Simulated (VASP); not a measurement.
Runs of VASP 6.6.1 on Ca. The structure is that of space group P6_3/mmc (No. 194), or close to it. The cells are those of the table. This isn't the form of Ca at room conditions, which is fcc.

| cell | k mesh | gap on the mesh (eV) | pressure (GPa) |
| --- | --- | --- | --- |
| a = 3.853, b = 3.853, c = 6.335 Å, angles 90.0, 90.0, 120.0°, 2 atoms | 11 × 11 × 6 | none | (a) |
| a = 3.957, b = 3.957, c = 6.506 Å, angles 90.0, 90.0, 120.0°, 2 atoms | 11 × 11 × 6 | none | -0.6 |
| a = 3.906, b = 3.906, c = 6.421 Å, angles 90.0, 90.0, 120.0°, 2 atoms | 11 × 11 × 6 | none | 0.0 |
| a = 3.743, b = 3.743, c = 6.154 Å, angles 90.0, 90.0, 120.0°, 2 atoms | 11 × 11 × 6 | none | (b) |
| a = 3.799, b = 3.799, c = 6.245 Å, angles 90.0, 90.0, 120.0°, 2 atoms | 11 × 11 × 6 | none | 1.7 |
| a = 4.056, b = 4.056, c = 6.669 Å, angles 90.0, 90.0, 120.0°, 2 atoms | 11 × 11 × 6 | none | -1.6 |
| a = 4.008, b = 4.008, c = 6.588 Å, angles 90.0, 90.0, 120.0°, 2 atoms | 11 × 11 × 6 | none | -1.2 |
| a = 3.906, b = 3.906, c = 6.421 Å, angles 90.0, 90.0, 120.0°, 2 atoms | 15 × 15 × 8 | none | 0.0 |

Alike in all rows: task single point; level PBE; potentials or basis VASP PAW PBE potentials, release 64 (Ca_sv); no spin polarisation; cutoff (eV) 520; smearing fermi-dirac 0.1 eV.

Problem. Estimate the missing entries.

Solution. (a) 0.8; (b) 2.8.

A gap of «none» marks levels without a gap at the run's occupations.
